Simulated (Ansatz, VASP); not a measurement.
## One calculation of AlN, two programs

INCAR

```
SYSTEM = AlN
PREC = Accurate ; ENCUT = 520
EDIFF = 1E-6 ; ISMEAR = 0
SIGMA = 0.05 ; LREAL = .FALSE.
LASPH = .TRUE. ; NELM = 80
ALGO = Normal ; ISIF = 2
LWAVE = .FALSE. ; LCHARG = .TRUE.
GGA = PE ; LELF = .TRUE.
LVHAR = .TRUE. ; NBANDS = 16
```

File KPOINTS:

```
Automatic mesh
0
G
  12 12 6
  0 0 0
```

File POSCAR:

```
AlN
1.0
    3.1302395629      0.0000000000      0.0117383984
   -1.5651197815      2.7108669814     -0.0058691992
    0.0188174237      0.0000000000      5.0179796548
Al N
2 2
Direct
    0.3333333333      0.6666666667      0.0017287175
    0.6666666667      0.3333333333      0.5017287175
    0.3333333333      0.6666666667      0.3832712825
    0.6666666667      0.3333333333      0.8832712825
```

Input for Ansatz:

```yaml
crystal:
  lattice:
    - [3.1302395629, 0.0, 0.0117383984]
    - [-1.5651197815, 2.7108669814, -0.0058691992]
    - [0.0188174237, 0.0, 5.0179796548]
  atoms:
    - { symbol: Al, position: [0.3333333333, 0.6666666667, 0.0017287175] }
    - { symbol: Al, position: [0.6666666667, 0.3333333333, 0.5017287175] }
    - { symbol: "N", position: [0.3333333333, 0.6666666667, 0.3832712825] }
    - { symbol: "N", position: [0.6666666667, 0.3333333333, 0.8832712825] }
basis:
  ecutwfc: 420
kpoints:
  mp_grid: { grid: [12, 12, 6] }
hamiltonian:
  xc: pbe
scf:
  occupations: { method: gaussian, width: 0.05 }
output:
  forces: true
  stress: true
  eigenvalues: true
```

Change from the starting cell: strain +0.0075 x Voigt [0, 0, 0, 0, 1, 0], atoms carried along.

Alike in both runs: task single point; functional PBE; k mesh 12 × 12 × 6; occupations gaussian, width 0.05 eV; no spin polarisation.

```csv
,VASP,Ansatz
version,VASP 6.6.1,Ansatz 0.2.0
potentials or method,"VASP PAW PBE potentials, release 64 (Al, N), cutoff 520 eV","scalar-relativistic, plane waves, PAW"
valence electrons in the cell,16,16
```

VASP gave:

```
gap on the k mesh at the Fermi level (eV)                     : 4.04
least direct gap on the mesh (eV)                             : 4.04
pressure (GPa)                                                : -0.3
traceless stress, the component that is largest in VASP (GPa) : -0.93
rms of the force components (eV/Å)                            : 0.021
```

**Question.** Which values does Ansatz return?

**Answer.** gap on the k mesh at the Fermi level (eV): 4.03; least direct gap on the mesh (eV): 4.03; pressure (GPa): 0.0; traceless stress, the component that is largest in VASP (GPa): -0.93; rms of the force components (eV/Å): 0.021.

Atom by atom the forces differ by 0.000 eV/Å (rms over components).
